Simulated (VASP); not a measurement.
# CoW3 (P4/mmm) in VASP: notebook

CoW3 is run at these levels: PBEsol; tasks: single point.

Everything below comes from runs of VASP 6.6.1. Logs are shortened: lines on timing, memory, paths and dates and some standing lists are left out, and cuts for length are marked.

### Step 1. The cell of the first run

The structure is tetragonal, space group P4/mmm (No. 123). Conventional cell: a = 3.858 Å, b = 3.858 Å, c = 3.916 Å, α = 90.00°, β = 90.00°, γ = 90.00°. Within 3.6 Å of Co (site symmetry 4/mmm) lie 12 W at 2.73 to 2.75 Å. Within 3.6 Å of W (site symmetry mmm) lie 8 W at 2.73 to 2.75 Å and 4 Co at 2.75 Å. Within 3.6 Å of W (site symmetry 4/mmm) lie 4 Co at 2.73 Å and 8 W at 2.75 Å.

### Step 2. Single point, PBEsol (strain +0.0150 x Voigt [0, 1, 0, 0, 0, 0])

INCAR

```
PREC     = Accurate       # precision mode
ENCUT    = 520            # plane-wave cutoff, eV
EDIFF    = 1E-6           # SCF threshold, eV
ISMEAR   = 0              # smearing method
SIGMA    = 0.15           # smearing width, eV
LREAL    = F              # projectors in reciprocal space
LASPH    = T              # aspherical terms in the spheres
NELM     = 100            # most SCF steps
ALGO     = Fast           # electronic algorithm
ISIF     = 2              # what is computed and relaxed
LWAVE    = F              # write WAVECAR
LCHARG   = F              # write CHGCAR
GGA      = PS             # functional
NBANDS   = 34             # bands
```

KPOINTS

```
regular mesh
0
Gamma
  12 12 12
```

POSCAR

```
CoW3
1.0
    3.8582449849      0.0000000000      0.0000000000
    0.0000000000      3.9161186597      0.0000000000
    0.0000000000      0.0000000000      3.8582449849
Co W
1 3
Direct
    0.0000000000      0.0000000000      0.0000000000
    0.0000000000      0.5000000000      0.5000000000
    0.5000000000      0.0000000000      0.5000000000
    0.5000000000      0.5000000000      0.0000000000
```

Potentials or basis: VASP PAW PBE potentials, release 64 (Co, W_sv).

Run with:

```bash
$ cat potpaw_PBE.64/Co/POTCAR potpaw_PBE.64/W_sv/POTCAR > POTCAR
$ mpirun -np 1 vasp_std > vasp.out
```

OUTCAR:

```text
PREC = Accurate
   ENCUT = 520
   EDIFF = 1E-6
   ISMEAR = 0
   LREAL = F
   LASPH = T
   NELM = 100
   ISIF = 2
   GGA = PS

 ion  position               nearest neighbor table
   1  0.000  0.000  0.000-   3 2.73   3 2.73   3 2.73   3 2.73   2 2.75   2 2.75   4 2.75   2 2.75
                             4 2.75   4 2.75   2 2.75   4 2.75
   2  0.000  0.500  0.500-   4 2.73   4 2.73   4 2.73   4 2.73   3 2.75   1 2.75   3 2.75   1 2.75
                             3 2.75   1 2.75   1 2.75   3 2.75
   3  0.500  0.000  0.500-   1 2.73   1 2.73   1 2.73   1 2.73   4 2.75   2 2.75   4 2.75   4 2.75
                             4 2.75   2 2.75   2 2.75   2 2.75
   4  0.500  0.500  0.000-   2 2.73   2 2.73   2 2.73   2 2.73   3 2.75   1 2.75   3 2.75   3 2.75
                             1 2.75   3 2.75   1 2.75   1 2.75

  LATTYP: Found a simple tetragonal cell.
 ALAT       =     3.8582449849
 C/A-ratio  =     1.0150000000

  Lattice vectors:

 A1 = (  -3.8582449849,   0.0000000000,   0.0000000000)
 A2 = (   0.0000000000,   0.0000000000,   3.8582449849)
 A3 = (   0.0000000000,   3.9161186597,   0.0000000000)

Analysis of symmetry for initial positions (statically):
=====================================================================
 Subroutine PRICEL returns:
 Original cell was already a primitive cell.

 Routine SETGRP: Setting up the symmetry group for a
 simple tetragonal supercell.

 Subroutine GETGRP returns: Found 16 space group operations
 (whereof 16 operations were pure point group operations)
 out of a pool of 16 trial point group operations.

The static configuration has the point symmetry D_4h.

Analysis of symmetry for dynamics (positions and initial velocities):
=====================================================================
 Subroutine PRICEL returns:
 Original cell was already a primitive cell.

 Routine SETGRP: Setting up the symmetry group for a
 simple tetragonal supercell.

 Subroutine GETGRP returns: Found 16 space group operations
 (whereof 16 operations were pure point group operations)
 out of a pool of 16 trial point group operations.

The dynamic configuration has the point symmetry D_4h.

 Subroutine INISYM returns: Found 16 space group operations
 (whereof 16 operations are pure point group operations),
 and found     1 'primitive' translations

----------------------------------------------------------------------------------------

                                     Primitive cell

  volume of cell :      58.2956

  direct lattice vectors                    reciprocal lattice vectors
     3.858244985  0.000000000  0.000000000     0.259185201  0.000000000  0.000000000
     0.000000000  3.916118660  0.000000000     0.000000000  0.255354877  0.000000000
     0.000000000  0.000000000  3.858244985     0.000000000  0.000000000  0.259185201

  length of vectors
     3.858244985  3.916118660  3.858244985     0.259185201  0.255354877  0.259185201

  position of ions in fractional coordinates (direct lattice)
     0.000000000  0.000000000  0.000000000
     0.000000000  0.500000000  0.500000000
     0.500000000  0.000000000  0.500000000
     0.500000000  0.500000000  0.000000000

  ion indices of the primitive-cell ions
   primitive index   ion index
                 1           1
                 2           2
                 3           3
                 4           4

----------------------------------------------------------------------------------------

 KPOINTS: regular mesh

Automatic generation of k-mesh.
 Grid dimensions read from file:
 generate k-points for:   12   12   12

 Generating k-lattice:

  Cartesian coordinates                     Fractional coordinates (reciprocal lattice)
     0.021598767  0.000000000  0.000000000     0.083333333  0.000000000  0.000000000
     0.000000000  0.021279573  0.000000000     0.000000000  0.083333333  0.000000000
     0.000000000  0.000000000  0.021598767     0.000000000  0.000000000  0.083333333

  Length of vectors
     0.021598767  0.021279573  0.021598767

  Shift w.r.t. Gamma in fractional coordinates (k-lattice)
     0.000000000  0.000000000  0.000000000

 Subroutine IBZKPT returns following result:
 ===========================================

 Found    196 irreducible k-points:

 Following reciprocal coordinates:
            Coordinates               Weight
  0.000000  0.000000  0.000000      1.000000
  0.083333  0.000000  0.000000      4.000000
  0.166667  0.000000  0.000000      4.000000
  0.250000  0.000000  0.000000      4.000000
  0.333333  0.000000  0.000000      4.000000
  0.416667  0.000000  0.000000      4.000000
[... 16 lines left out ...]
  0.083333  0.250000  0.000000      8.000000
  0.166667  0.250000  0.000000      8.000000
 [... further k-points ...]
   k-points           NKPTS =    196   k-points in BZ     NKDIM =    196   number of bands    NBANDS=     34
   number of dos      NEDOS =    301   number of ions     NIONS =      4
   total plane-waves  NPLWV =  27000
   dimension x,y,z NGX =    30 NGY =   30 NGZ =   30
   dimension x,y,z NGXF=    60 NGYF=   60 NGZF=   60
   ions per type =               1   3
   NGX,Y,Z   is equivalent  to a cutoff of  12.93, 12.74, 12.93 a.u.
   NGXF,Y,Z  is equivalent  to a cutoff of  25.85, 25.47, 25.85 a.u.
 SYSTEM =  unknown system
   PREC   = accura    normal or accurate (medium, high low for compatibility)
   ISTART =      0    job   : 0-new  1-cont  2-samecut
   ICHARG =      2    charge: 1-file 2-atom 10-const
   ISPIN  =      1    spin polarized calculation?
   LNONCOLLINEAR =      F non collinear calculations
   LSORBIT =      F    spin-orbit coupling
   LASPH  =      T    aspherical Exc in radial PAW
   ENCUT  =  520.0 eV  38.22 Ry    6.18 a.u.   7.17  7.28  7.17*2*pi/ulx,y,z
   NELM   =    100;   NELMIN=  2; NELMDL= -5     # of ELM steps
   EDIFF  = 0.1E-05   stopping-criterion for ELM
   LREAL  =      F    real-space projection
   EDIFFG = 0.1E-04   stopping-criterion for IOM
   NSW    =      0    number of steps for IOM
   IBRION =     -1    ionic relax: 0-MD 1-quasi-New 2-CG
   NFREE  =      0    steps in history (QN), initial steepest desc. (CG)
   ISIF   =      2    stress and relaxation
   ISYM   =      2    0-nonsym 1-usesym 2-fastsym
   POTIM  = 0.5000    time-step for ionic-motion
   TEBEG  =    0.0;   TEEND  =   0.0 temperature during run
   PSTRESS=    0.0 pullay stress
   NELECT =      51.0000    total number of electrons
   NUPDOWN=      -1.0000    fix difference up-down
   EMIN   =  10.00;   EMAX   =-10.00  energy-range for DOS
   EFERMI =   0.00;   METHOD = LEGACY
   ISMEAR =     0;   SIGMA  =   0.15  broadening in eV -4-tet -1-fermi 0-gaus
   EFERMI_NEDOS =   21; number of points for ismear=-14 and -15
   IALGO  =     68    algorithm
   IMIX   =      4    mixing-type and parameters
     AMIX     =   0.40;   BMIX     =  1.00
     AMIX_MAG =   1.60;   BMIX_MAG =  1.00
  volume/ion in A,a.u.               =      14.57        98.35
  Fermi-wavevector in a.u.,A,eV,Ry     =   1.565740  2.958820 33.355265  2.451543
  Thomas-Fermi vector in A             =   2.668172
   LORBIT       =      0    0 simple, 1 ext, 2 COOP (PROOUT), +10 PAW based schemes
   GGA     = PS    functional components
   LHFCALC =     F    Hartree Fock is set to
   AEXX    =    0.0000 exact exchange contribution
   IVDW    =     0    specifies the selected vdW correction
   LEPSILON=     F    determine dielectric tensor
   LRPA    =     F    only Hartree local field effects (RPA)
 non-spin polarized calculation
 RMM-DIIS sequential band-by-band and
 Gauss-broadening in eV      SIGMA  =   0.15
  energy-cutoff  :      520.00
  volume of cell :       58.30
 maximum number of plane-waves:      1592
 NGX is ok and might be reduce to    30
   NGX = 15   NGY = 15   NGZ = 15

 number of electron      51.0000010 magnetization

 Free energy of the ion-electron system (eV)
  ---------------------------------------------------
  ext. energy  EPLUGINS =         0.00000000
  ---------------------------------------------------
  free energy    TOTEN  =       -48.14660374 eV

  energy without entropy =      -48.09354203  energy(sigma->0) =      -48.12007288

 E-fermi :  10.5989     XC(G=0): -13.7261

 val. band max:       10.5944594794   @ k =   0.0833   0.3333   0.0000
 cond. band min:      10.5994913477   @ k =   0.1667   0.1667   0.0000
 fundamental gap:      0.0050318682
 Fermi energy:        10.5989331824

 k-point     1 :       0.0000    0.0000    0.0000
  band No.  band energies     occupation
      1     -63.0195      2.00000
      2     -62.8542      2.00000
      3     -62.8285      2.00000
      4     -27.7408      2.00000
      5     -27.7379      2.00000
      6     -27.7379      2.00000
[... 26 lines left out ...]
     33      16.4697      0.00000
     34      17.2857      0.00000

 k-point     2 :       0.0833    0.0000    0.0000
  band No.  band energies     occupation
      1     -63.0169      2.00000
      2     -62.8548      2.00000
      3     -62.8306      2.00000
      4     -27.7304      2.00000
      5     -27.7270      2.00000
      6     -27.7219      2.00000
[... 26 lines left out ...]
     33      16.2793      0.00000
     34      17.3369      0.00000

 k-point     3 :       0.1667    0.0000    0.0000
  band No.  band energies     occupation
      1     -63.0092      2.00000
      2     -62.8570      2.00000
      3     -62.8360      2.00000
      4     -27.7005      2.00000
      5     -27.6959      2.00000
      6     -27.6747      2.00000
[... 26 lines left out ...]
     33      15.7589      0.00000
     34      17.4153      0.00000
[... 704 lines left out ...]
 k-point    23 :       0.0833    0.2500    0.0000
  band No.  band energies     occupation
      1     -62.9942      2.00000
      2     -62.8774      2.00000
      3     -62.8305      2.00000
      4     -27.6827      2.00000
      5     -27.6456      2.00000
      6     -27.5563      2.00000
[... 26 lines left out ...]
     33      15.1697      0.00000
     34      17.0169      0.00000

 k-point    24 :       0.1667    0.2500    0.0000
  band No.  band energies     occupation
      1     -62.9875      2.00000
      2     -62.8780      2.00000
      3     -62.8365      2.00000
      4     -27.7052      2.00000
      5     -27.6124      2.00000
      6     -27.4821      2.00000
[... 26 lines left out ...]
     33      15.0951      0.00000
     34      16.2216      0.00000

 [... further k-points ...]

------------------------ aborting loop because EDIFF is reached ----------------------------------------

  FORCE on cell =-STRESS in cart. coord.  units (eV):
  Direction    XX          YY          ZZ          XY          YZ          ZX
  --------------------------------------------------------------------------------------
  -------------------------------------------------------------------------------------
  Total       -1.2769968     -1.4815331     -1.2769968      0.0000000      0.0000000      0.0000000
  in kB      -35.0965922    -40.7180055    -35.0965922      0.0000000      0.0000000      0.0000000
  external PRESSURE =     -36.9703966 kB  Pullay stress =       0.0000000 kB

 VOLUME and BASIS-vectors are now :
 -----------------------------------------------------------------------------
  energy-cutoff  :      520.00
  volume of cell :       58.30
      direct lattice vectors                 reciprocal lattice vectors
     3.858244985  0.000000000  0.000000000     0.259185201  0.000000000  0.000000000
     0.000000000  3.916118660  0.000000000     0.000000000  0.255354877  0.000000000
     0.000000000  0.000000000  3.858244985     0.000000000  0.000000000  0.259185201

 POSITION                                       TOTAL-FORCE (eV/Angst)
 -----------------------------------------------------------------------------------
      0.00000      0.00000      0.00000         0.000000      0.000000      0.000000
      0.00000      1.95806      1.92912         0.000000      0.000000      0.000000
      1.92912      0.00000      1.92912         0.000000      0.000000      0.000000
      1.92912      1.95806      0.00000         0.000000      0.000000      0.000000
 -----------------------------------------------------------------------------------
    total drift:                                0.000000      0.000000     -0.000000

  FREE ENERGIE OF THE ION-ELECTRON SYSTEM (eV)
  ---------------------------------------------------
  free  energy   TOTEN  =       -48.1466037378 eV

  energy  without entropy=      -48.0935420265  energy(sigma->0) =      -48.12007288
```

Wall time 5.8 min (1 thread of Intel Xeon 6975P-C, shared host); peak memory 0.42 GiB.

What came out:

```yaml
Free_energy: -48.1466 eV
Pressure: -3.7 GPa
```

Caveat: the cell differs from its parent crystal (strain +0.0150 x Voigt [0, 1, 0, 0, 0, 0]); the PAW data sets were made with another functional, which shifts forces and pressure a little; spin-orbit coupling is left out, which moves the levels of the heavy elements. Spin polarisation is off, so any magnetic state and its effect on volume and gap are missing.

### Step 3. Single point, PBEsol (strain +0.0300 x Voigt [0, 1, 0, 0, 0, 0])

INCAR

```
SYSTEM = CoW3
ALGO = Fast ; EDIFF = 1E-7
ENCUT = 520 ; GGA = PS
ISIF = 2 ; ISMEAR = 0
LASPH = .True. ; LCHARG = .False.
LREAL = .False. ; LWAVE = .False.
NBANDS = 34 ; NELM = 80
PREC = Accurate ; SIGMA = 0.15
```

KPOINTS

```
k-points
0
Gamma
  12 12 12
  0 0 0
```

Changes to POSCAR since step 2:

```diff
@@ -3,3 +3,3 @@
     3.8582449849      0.0000000000      0.0000000000
-    0.0000000000      3.9161186597      0.0000000000
+    0.0000000000      3.9739923344      0.0000000000
     0.0000000000      0.0000000000      3.8582449849
```

Potentials or basis: VASP PAW PBE potentials, release 64 (Co, W_sv).

Run with:

```bash
$ cat potpaw_PBE.64/Co/POTCAR potpaw_PBE.64/W_sv/POTCAR > POTCAR
$ mpirun -np 1 vasp_std > vasp.out
```

Wall time 7.4 min (1 thread of Intel Xeon 6975P-C, shared host); peak memory 0.42 GiB.

The run converged. Its results:

* Free energy: -48.1132 eV
* Pressure: -7.7 GPa

Stress tensor (GPa, compression positive):
```
-7.35  0.00  0.00
 0.00 -8.52  0.00
 0.00  0.00 -7.35
```

Levels at points of the mesh, in eV from the Fermi level:
```csv
k point,band 23,band 24,band 25,band 26,band 27,band 28
"(0.00, 0.00, 0.00)",0.29,0.48,2.66,2.86,2.86,2.94
"(0.50, 0.00, 0.00)",-0.98,0.19,0.20,0.21,0.74,0.93
"(0.00, 0.50, 0.00)",-1.10,-0.22,0.32,0.32,0.48,1.04
"(0.50, 0.50, 0.00)",-1.92,-1.78,-0.94,0.55,0.56,0.96
"(0.50, 0.00, 0.50)",-1.99,-1.76,-0.92,0.60,0.60,1.09
"(0.50, 0.50, 0.50)",-0.86,-0.56,0.47,0.47,0.50,1.14
```

Caveat: the cell differs from its parent crystal (strain +0.0300 x Voigt [0, 1, 0, 0, 0, 0]); the PAW data sets were made with another functional, which shifts forces and pressure a little; spin-orbit coupling is left out, which moves the levels of the heavy elements. Spin polarisation is off, so any magnetic state and its effect on volume and gap are missing.

### Step 4. Single point, PBEsol (strain +0.0450 x Voigt [0, 1, 0, 0, 0, 0])

INCAR

```
PREC = Accurate
ENCUT = 520
EDIFF = 1E-6
ISMEAR = 0
SIGMA = 0.15
LREAL = F
LASPH = T
NELM = 80
ALGO = Fast
ISIF = 2
LWAVE = F
LCHARG = F
GGA = PS
NBANDS = 34
```

KPOINTS

```
Automatic mesh
0
Gamma
  12 12 12
```

Changes to POSCAR since step 3:

```diff
@@ -3,3 +3,3 @@
     3.8582449849      0.0000000000      0.0000000000
-    0.0000000000      3.9739923344      0.0000000000
+    0.0000000000      4.0318660092      0.0000000000
     0.0000000000      0.0000000000      3.8582449849
```

Run with:

```bash
$ cat potpaw_PBE.64/Co/POTCAR potpaw_PBE.64/W_sv/POTCAR > POTCAR
$ mpirun -np 1 vasp_std > vasp.out
```

Wall time 7.1 min (1 thread of Intel Xeon 6975P-C, shared host); peak memory 0.43 GiB.

The run converged. Its results:

| Item | Value |
| --- | --- |
| Free energy | -48.0568 eV |
| Pressure | -11.4 GPa |

Stress tensor (GPa, compression positive):
```
-10.86   0.00   0.00
  0.00 -12.61   0.00
  0.00   0.00 -10.86
```

Levels at points of the mesh, in eV from the Fermi level:
```tsv
k point	band 21	band 22	band 23	band 24	band 25	band 26	band 27	band 28	band 29	band 30
(0.00, 0.00, 0.00)	-0.91	-0.91	0.22	0.51	2.42	2.79	2.79	2.90	3.27	3.27
(0.50, 0.00, 0.00)	-1.99	-1.80	-0.95	0.16	0.18	0.25	0.77	0.88	1.60	1.77
(0.00, 0.50, 0.00)	-1.89	-1.89	-1.12	-0.34	0.34	0.34	0.39	1.04	1.65	2.03
(0.50, 0.50, 0.00)	-1.96	-1.88	-1.87	-1.75	-0.92	0.52	0.54	0.93	0.97	1.02
(0.50, 0.00, 0.50)	-1.96	-1.96	-1.95	-1.72	-0.89	0.60	0.60	1.11	1.11	1.20
(0.50, 0.50, 0.50)	-1.21	-0.81	-0.81	-0.43	0.43	0.43	0.48	1.08	2.32	2.32
```

Caveat: the cell differs from its parent crystal (strain +0.0450 x Voigt [0, 1, 0, 0, 0, 0]); the PAW data sets were made with another functional, which shifts forces and pressure a little; spin-orbit coupling is left out, which moves the levels of the heavy elements.

### Step 5. Single point, PBEsol (strain +0.0525 x Voigt [0, 1, 0, 0, 0, 0])

INCAR

```
  ALGO = Fast
  EDIFF = 1E-7
  ENCUT = 520
  GGA = PS
  ISIF = 2
  ISMEAR = 0
  LASPH = T
  LCHARG = F
  LREAL = F
  LWAVE = F
  NBANDS = 34
  NELM = 60
  PREC = Accurate
  SIGMA = 0.15
```

KPOINTS

```
k-points
0
Gamma
  12 12 12
```

Changes to POSCAR since step 4:

```diff
@@ -3,3 +3,3 @@
     3.8582449849      0.0000000000      0.0000000000
-    0.0000000000      4.0318660092      0.0000000000
+    0.0000000000      4.0608028466      0.0000000000
     0.0000000000      0.0000000000      3.8582449849
```

Run with:

```bash
$ cat potpaw_PBE.64/Co/POTCAR potpaw_PBE.64/W_sv/POTCAR > POTCAR
$ mpirun -np 1 vasp_std > vasp.out
```

It took 8.2 min on 1 thread of Intel Xeon 6975P-C, shared host; peak memory 0.43 GiB.

The run converged. Its results:

```yaml
Free_energy: -48.0207 eV
Pressure: -13.1 GPa
```

Stress tensor (GPa, compression positive):
```
-12.48   0.00   0.00
  0.00 -14.48   0.00
  0.00   0.00 -12.48
```

Levels at points of the mesh, in eV from the Fermi level:
```tsv
k point	band 23	band 24	band 25	band 26	band 27	band 28
(0.00, 0.00, 0.00)	0.18	0.52	2.30	2.75	2.75	2.88
(0.50, 0.00, 0.00)	-0.93	0.15	0.16	0.27	0.78	0.86
(0.00, 0.50, 0.00)	-1.14	-0.40	0.35	0.35	0.35	1.05
(0.50, 0.50, 0.00)	-1.84	-1.74	-0.91	0.51	0.52	0.92
(0.50, 0.00, 0.50)	-1.93	-1.70	-0.88	0.60	0.60	1.12
(0.50, 0.50, 0.50)	-0.78	-0.37	0.42	0.42	0.47	1.05
```

Caveat: the cell differs from its parent crystal (strain +0.0525 x Voigt [0, 1, 0, 0, 0, 0]); the PAW data sets were made with another functional, which shifts forces and pressure a little; spin-orbit coupling is left out, which moves the levels of the heavy elements. Spin polarisation is off, so any magnetic state and its effect on volume and gap are missing.

### Step 6. Overview

```csv
cell,further INCAR settings,gap on the mesh (eV),pressure (GPa)
"a = 3.858, b = 3.916 Å, 4 atoms",ALGO = Fast; EDIFF = 1e-06; NBANDS = 34,none,-3.7
"a = 3.858, b = 3.974 Å, 4 atoms",ALGO = Fast; EDIFF = 1e-07; NBANDS = 34,none,-7.7
"a = 3.858, b = 4.032 Å, 4 atoms",ALGO = Fast; EDIFF = 1e-06; NBANDS = 34,none,-11.4
"a = 3.858, b = 4.061 Å, 4 atoms",ALGO = Fast; EDIFF = 1e-07; NBANDS = 34,none,-13.1
```

Alike in all rows: task single point; level PBEsol; potentials or basis VASP PAW PBE potentials, release 64 (Co, W_sv); no spin polarisation; k mesh 12 × 12 × 12; cutoff (eV) 520; smearing gaussian 0.15 eV.

Caveats: the PAW data sets were made with another functional, which shifts forces and pressure a little; spin-orbit coupling is left out, which moves the levels of the heavy elements.

Total energies depend on the potentials used, so only differences within one code and one set of settings carry meaning.
